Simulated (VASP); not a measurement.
# SnO: single point with b88 exchange, pbe correlation

Crystal: SnO.

```xyz
4
Lattice="3.8639 0.0000 0.0000 0.0000 3.8639 0.0000 0.0000 0.0000 4.9512" Properties=species:S:1:pos:R:3 pbc="T T T"
Sn    1.9319    0.0000    3.7858
Sn    0.0000    1.9319    1.1654
O     0.0000    0.0000    0.0000
O     1.9319    1.9319    0.0000
```

* Program: VASP 6.6.1
* Task: single point
* Functional: b88 exchange, pbe correlation
* Potentials or basis: VASP PAW PBE potentials, release 64 (Sn_d, O)
* Cutoff: 600 eV
* k mesh: 7 × 7 × 6
* Occupations: fermi-dirac, width 0.05 eV
* Spin: no spin polarisation
* Dipole correction: no
* Further INCAR settings: ALGO = Normal; EDIFF = 1e-06; NBANDS = 28

```json
{
 "Pressure": "-0.2 GPa",
 "Largest force": "0.112 eV/Å",
 "Band gap on the k mesh": "0.54 eV (least direct gap 2.01 eV)"
}
```

Forces in eV/Å, atoms in the order of the input:
```
Sn   0.000  0.000  0.112
Sn   0.000  0.000 -0.112
O    0.000  0.000  0.000
O    0.000  0.000  0.000
```

Levels at points of the mesh, in eV from the valence-band top:
```
           k point  band 17  band 18  band 19  band 20  band 21  band 22  band 23  band 24
(0.00, 0.00, 0.00)    -3.17    -2.88    -2.88     0.00     2.01     4.33     4.74     4.74
(0.00, 0.00, 0.50)    -3.23    -2.89    -2.89    -1.98     1.76     3.12     3.12     3.70
```

It took 45 s on 1 thread of AMD EPYC 9R45 96-Core Processor (Zen 5) (shared host), peak memory 0.21 GiB.

Caveat: the PAW data sets were made with another functional, which shifts forces and pressure a little; spin-orbit coupling is left out, which moves the levels of the heavy elements; an odd mesh through Γ misses points on the zone boundary, where band edges can lie.
